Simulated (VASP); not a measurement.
# Cd5S (I4/mcm) in VASP: single point with PBE

Aim: the single point of Cd5S with PBE.

Everything below comes from runs of VASP 6.6.1. Logs are shortened: lines on timing, memory, paths and dates and some standing lists are left out, and cuts for length are marked.

### Step 1. The cell of the first run

The structure is tetragonal, space group I4/mcm (No. 140). The conventional cell has a = 5.859 Å, b = 5.859 Å, c = 16.882 Å, α = 90.00°, β = 90.00°, γ = 90.00°. Within 3.9 Å of Cd (site symmetry m) lie 2 S at 2.94 Å and 7 Cd at 2.98 to 3.09 Å. Within 4.3 Å of Cd (site symmetry 4/m) lie 12 Cd at 3.09 to 4.14 Å and 2 S at 4.22 Å. Within 3.9 Å of S (site symmetry 422) lie 8 Cd at 2.94 Å.

### Step 2. Single point, PBE

Contents of INCAR:

```
PREC = Accurate
ENCUT = 500
EDIFF = 1E-6
ISMEAR = 0
SIGMA = 0.1
LREAL = F
LASPH = T
NELM = 120
ALGO = Normal
ISIF = 2
LWAVE = F
LCHARG = F
GGA = PE
NBANDS = 78
GGA_COMPAT = F
```

Contents of KPOINTS:

```
regular mesh
0
Gamma
  8 8 8
```

Contents of POSCAR:

```
Cd5S
1.0
   -2.9295396953      2.9295396953      8.4412421455
    2.9295396953     -2.9295396953      8.4412421455
    2.9295396953      2.9295396953     -8.4412421455
Cd S
10 2
Direct
    0.3115074531      0.4515312905      0.5000000000
    0.6884925469      0.5484687095      0.5000000000
    0.1884925469      0.6884925469      0.1400238374
    0.8115074531      0.3115074531      0.8599761626
    0.9515312905      0.8115074531      0.5000000000
    0.0484687095      0.1884925469      0.5000000000
    0.4515312905      0.9515312905      0.1400238374
    0.5484687095      0.0484687095      0.8599761626
    0.0000000000      0.0000000000      0.0000000000
    0.5000000000      0.5000000000      0.0000000000
    0.7500000000      0.7500000000      0.0000000000
    0.2500000000      0.2500000000      0.0000000000
```

Potentials or basis: VASP PAW PBE potentials, release 64 (Cd, S).

Run with:

```console
> cat potpaw_PBE.64/Cd/POTCAR potpaw_PBE.64/S/POTCAR > POTCAR
> mpirun -np 1 vasp_std > vasp.out
```

OUTCAR:

```text
PREC = Accurate
   ENCUT = 500
   EDIFF = 1E-6
   ISMEAR = 0
   LREAL = F
   LASPH = T
   NELM = 120
   ISIF = 2
   GGA = PE

 ion  position               nearest neighbor table
   1  0.312  0.452  0.500-  11 2.94  12 2.94   5 2.98   4 3.04   7 3.04   7 3.04   4 3.04   9 3.09
                            10 3.09
   2  0.688  0.548  0.500-  11 2.94  12 2.94   6 2.98   3 3.04   8 3.04   8 3.04   3 3.04  10 3.09
                             9 3.09
   3  0.188  0.688  0.140-  11 2.94  12 2.94   8 2.98   2 3.04   6 3.04   6 3.04   2 3.04   9 3.09
                            10 3.09
   4  0.812  0.312  0.860-  11 2.94  12 2.94   7 2.98   5 3.04   1 3.04   5 3.04   1 3.04  10 3.09
                             9 3.09
   5  0.952  0.812  0.500-  12 2.94  11 2.94   1 2.98   7 3.04   4 3.04   4 3.04   7 3.04  10 3.09
                             9 3.09
   6  0.048  0.188  0.500-  12 2.94  11 2.94   2 2.98   3 3.04   8 3.04   3 3.04   8 3.04   9 3.09
                            10 3.09
   7  0.452  0.952  0.140-  11 2.94  12 2.94   4 2.98   1 3.04   5 3.04   1 3.04   5 3.04   9 3.09
                            10 3.09
   8  0.548  0.048  0.860-  11 2.94  12 2.94   3 2.98   6 3.04   2 3.04   2 3.04   6 3.04  10 3.09
                             9 3.09
   9  0.000  0.000  0.000-   1 3.09   3 3.09   4 3.09   6 3.09   7 3.09   8 3.09   2 3.09   5 3.09

  10  0.500  0.500  0.000-   2 3.09   3 3.09   4 3.09   5 3.09   7 3.09   8 3.09   1 3.09   6 3.09

  11  0.750  0.750  0.000-   3 2.94   4 2.94   5 2.94   6 2.94   7 2.94   8 2.94   1 2.94   2 2.94

  12  0.250  0.250  0.000-   1 2.94   2 2.94   3 2.94   4 2.94   7 2.94   8 2.94   5 2.94   6 2.94

  LATTYP: Found a body centered tetragonal cell.
 ALAT       =     5.8590793906
 C/A-ratio  =     2.8814226887

  Lattice vectors:

 A1 = (  -2.9295396953,   2.9295396953,   8.4412421455)
 A2 = (   2.9295396953,  -2.9295396953,   8.4412421455)
 A3 = (   2.9295396953,   2.9295396953,  -8.4412421455)

Analysis of symmetry for initial positions (statically):
=====================================================================
 Subroutine PRICEL returns:
 Original cell was already a primitive cell.

 Routine SETGRP: Setting up the symmetry group for a
 body centered tetragonal supercell.

 Subroutine GETGRP returns: Found 16 space group operations
 (whereof  8 operations were pure point group operations)
 out of a pool of 16 trial point group operations.

The static configuration has the point symmetry C_4h.
 The point group associated with its full space group is D_4h.

Analysis of symmetry for dynamics (positions and initial velocities):
=====================================================================
 Subroutine PRICEL returns:
 Original cell was already a primitive cell.

 Routine SETGRP: Setting up the symmetry group for a
 body centered tetragonal supercell.

 Subroutine GETGRP returns: Found 16 space group operations
 (whereof  8 operations were pure point group operations)
 out of a pool of 16 trial point group operations.

The dynamic configuration has the point symmetry C_4h.
 The point group associated with its full space group is D_4h.

 Subroutine INISYM returns: Found 16 space group operations
 (whereof  8 operations are pure point group operations),
 and found     1 'primitive' translations

----------------------------------------------------------------------------------------

                                     Primitive cell

  volume of cell :     289.7778

  direct lattice vectors                    reciprocal lattice vectors
    -2.929539695  2.929539695  8.441242146     0.000000000  0.170675277  0.059232989
     2.929539695 -2.929539695  8.441242146     0.170675277  0.000000000  0.059232989
     2.929539695  2.929539695 -8.441242146     0.170675277  0.170675277  0.000000000

  length of vectors
     9.403136424  9.403136424  9.403136424     0.180661554  0.180661554  0.241371292

  position of ions in fractional coordinates (direct lattice)
     0.311507453  0.451531291  0.500000000
     0.688492547  0.548468709  0.500000000
     0.188492547  0.688492547  0.140023837
     0.811507453  0.311507453  0.859976163
     0.951531291  0.811507453  0.500000000
     0.048468709  0.188492547  0.500000000
[... 30 lines left out ...]
 Generating k-lattice:

  Cartesian coordinates                     Fractional coordinates (reciprocal lattice)
     0.000000000  0.021334410  0.007404124     0.125000000  0.000000000  0.000000000
     0.021334410  0.000000000  0.007404124     0.000000000  0.125000000  0.000000000
     0.021334410  0.021334410  0.000000000     0.000000000  0.000000000  0.125000000

  Length of vectors
     0.022582694  0.022582694  0.030171411

  Shift w.r.t. Gamma in fractional coordinates (k-lattice)
     0.000000000  0.000000000  0.000000000

 Subroutine IBZKPT returns following result:
 ===========================================

 Found     59 irreducible k-points:

 Following reciprocal coordinates:
            Coordinates               Weight
  0.000000  0.000000  0.000000      1.000000
  0.125000  0.000000  0.000000      8.000000
  0.250000  0.000000  0.000000      8.000000
  0.375000  0.000000  0.000000      8.000000
  0.500000  0.000000  0.000000      4.000000
  0.125000  0.125000  0.000000      8.000000
[... 16 lines left out ...]
  0.250000  0.125000  0.125000     16.000000
  0.375000  0.125000  0.125000      8.000000
 [... further k-points ...]
   k-points           NKPTS =     59   k-points in BZ     NKDIM =     59   number of bands    NBANDS=     78
   number of dos      NEDOS =    301   number of ions     NIONS =     12
   total plane-waves  NPLWV = 343000
   dimension x,y,z NGX =    70 NGY =   70 NGZ =   70
   dimension x,y,z NGXF=   140 NGYF=  140 NGZF=  140
   ions per type =              10   2
   NGX,Y,Z   is equivalent  to a cutoff of  12.38, 12.38, 12.38 a.u.
   NGXF,Y,Z  is equivalent  to a cutoff of  24.75, 24.75, 24.75 a.u.
 SYSTEM =  unknown system
   PREC   = accura    normal or accurate (medium, high low for compatibility)
   ISTART =      0    job   : 0-new  1-cont  2-samecut
   ICHARG =      2    charge: 1-file 2-atom 10-const
   ISPIN  =      1    spin polarized calculation?
   LNONCOLLINEAR =      F non collinear calculations
   LSORBIT =      F    spin-orbit coupling
   LASPH  =      T    aspherical Exc in radial PAW
   ENCUT  =  500.0 eV  36.75 Ry    6.06 a.u.  17.14 17.14 17.14*2*pi/ulx,y,z
   NELM   =    120;   NELMIN=  2; NELMDL= -5     # of ELM steps
   EDIFF  = 0.1E-05   stopping-criterion for ELM
   LREAL  =      F    real-space projection
   EDIFFG = 0.1E-04   stopping-criterion for IOM
   NSW    =      0    number of steps for IOM
   IBRION =     -1    ionic relax: 0-MD 1-quasi-New 2-CG
   NFREE  =      0    steps in history (QN), initial steepest desc. (CG)
   ISIF   =      2    stress and relaxation
   ISYM   =      2    0-nonsym 1-usesym 2-fastsym
   POTIM  = 0.5000    time-step for ionic-motion
   TEBEG  =    0.0;   TEEND  =   0.0 temperature during run
   PSTRESS=    0.0 pullay stress
   NELECT =     132.0000    total number of electrons
   NUPDOWN=      -1.0000    fix difference up-down
   EMIN   =  10.00;   EMAX   =-10.00  energy-range for DOS
   EFERMI =   0.00;   METHOD = LEGACY
   ISMEAR =     0;   SIGMA  =   0.10  broadening in eV -4-tet -1-fermi 0-gaus
   EFERMI_NEDOS =   21; number of points for ismear=-14 and -15
   IALGO  =     38    algorithm
   IMIX   =      4    mixing-type and parameters
     AMIX     =   0.40;   BMIX     =  1.00
     AMIX_MAG =   1.60;   BMIX_MAG =  1.00
  volume/ion in A,a.u.               =      24.15       162.96
  Fermi-wavevector in a.u.,A,eV,Ry     =   1.259634  2.380363 21.588068  1.586678
  Thomas-Fermi vector in A             =   2.393184
   LORBIT       =      0    0 simple, 1 ext, 2 COOP (PROOUT), +10 PAW based schemes
   GGA     = PE    functional components
   LHFCALC =     F    Hartree Fock is set to
   AEXX    =    0.0000 exact exchange contribution
   IVDW    =     0    specifies the selected vdW correction
   LEPSILON=     F    determine dielectric tensor
   LRPA    =     F    only Hartree local field effects (RPA)
 non-spin polarized calculation
 Gauss-broadening in eV      SIGMA  =   0.10
  energy-cutoff  :      500.00
  volume of cell :      289.78
 maximum number of plane-waves:      7384
 NGX is ok and might be reduce to    70
   NGX = 35   NGY = 35   NGZ = 35

 number of electron     131.9999988 magnetization

 Free energy of the ion-electron system (eV)
  ---------------------------------------------------
  ext. energy  EPLUGINS =         0.00000000
  ---------------------------------------------------
  free energy    TOTEN  =       -16.17886360 eV

  energy without entropy =      -16.16235149  energy(sigma->0) =      -16.17060755

 E-fermi :   2.3106     XC(G=0): -10.0908

 val. band max:        2.2864097762   @ k =  -0.3750   0.1250   0.0000
 cond. band min:       2.3243093696   @ k =   0.5000   0.5000   0.3750
 fundamental gap:      0.0378995934
 Fermi energy:         2.3105517933

 k-point     1 :       0.0000    0.0000    0.0000
  band No.  band energies     occupation
      1     -10.6112      2.00000
      2     -10.2658      2.00000
      3      -7.0686      2.00000
      4      -7.0388      2.00000
      5      -6.9722      2.00000
      6      -6.9722      2.00000
[... 1933 lines left out ...]
     77       7.1280      0.00000
     78       7.1280      0.00000

 [... further k-points ...]

------------------------ aborting loop because EDIFF is reached ----------------------------------------

  FORCE on cell =-STRESS in cart. coord.  units (eV):
  Direction    XX          YY          ZZ          XY          YZ          ZX
  --------------------------------------------------------------------------------------
  -------------------------------------------------------------------------------------
  Total        0.4525225      0.4525225      0.4080147      0.0000000     -0.0000000      0.0000000
  in kB        2.5019904      2.5019904      2.2559073      0.0000000     -0.0000000      0.0000000
  external PRESSURE =       2.4199627 kB  Pullay stress =       0.0000000 kB

 VOLUME and BASIS-vectors are now :
 -----------------------------------------------------------------------------
  energy-cutoff  :      500.00
  volume of cell :      289.78
      direct lattice vectors                 reciprocal lattice vectors
    -2.929539695  2.929539695  8.441242146     0.000000000  0.170675277  0.059232989
     2.929539695 -2.929539695  8.441242146     0.170675277  0.000000000  0.059232989
     2.929539695  2.929539695 -8.441242146     0.170675277  0.170675277  0.000000000

 POSITION                                       TOTAL-FORCE (eV/Angst)
 -----------------------------------------------------------------------------------
      1.87498      1.05456      2.22037         0.000962     -0.000962     -0.003227
      1.05456      1.87498      6.22087        -0.000962      0.000962      0.003227
      1.87498     -1.05456      6.22087         0.000962      0.000962      0.003227
      1.05456      3.98410      2.22037        -0.000962     -0.000962     -0.003227
      1.05456      1.87498     10.66162        -0.000962      0.000962     -0.003227
      1.87498      1.05456     -2.22037         0.000962     -0.000962      0.003227
      1.87498     -1.05456     10.66162         0.000962      0.000962     -0.003227
      1.05456      3.98410     -2.22037        -0.000962     -0.000962      0.003227
      0.00000      0.00000      0.00000         0.000000      0.000000     -0.000000
      0.00000      0.00000      8.44124         0.000000      0.000000     -0.000000
      0.00000      0.00000     12.66186         0.000000     -0.000000     -0.000000
      0.00000      0.00000      4.22062         0.000000     -0.000000     -0.000000
 -----------------------------------------------------------------------------------
    total drift:                               -0.000000     -0.000000      0.000000

  FREE ENERGIE OF THE ION-ELECTRON SYSTEM (eV)
  ---------------------------------------------------
  free  energy   TOTEN  =       -16.1788636007 eV

  energy  without entropy=      -16.1623514920  energy(sigma->0) =      -16.17060755
```

Run time: 23 min. Hardware: 1 thread of Intel Xeon 6975P-C (Granite Rapids), shared host; peak memory 1.3 GiB.

Results:

- Free energy: -16.1789 eV
- Pressure: 0.2 GPa
- Largest force: 0.004 eV/Å
- Band gap on the k mesh: zero (bands 66 and 67 overlap by 1.24 eV)

Forces in eV/Å, atoms in the order of the input:
```
Cd   0.001 -0.001 -0.003
Cd  -0.001  0.001  0.003
Cd   0.001  0.001  0.003
Cd  -0.001 -0.001 -0.003
Cd  -0.001  0.001 -0.003
Cd   0.001 -0.001  0.003
Cd   0.001  0.001 -0.003
Cd  -0.001 -0.001  0.003
Cd   0.000  0.000  0.000
Cd   0.000  0.000  0.000
S    0.000  0.000  0.000
S    0.000  0.000  0.000
```

The gap in the log of VASP goes by the Fermi energy; the results here count the filled bands.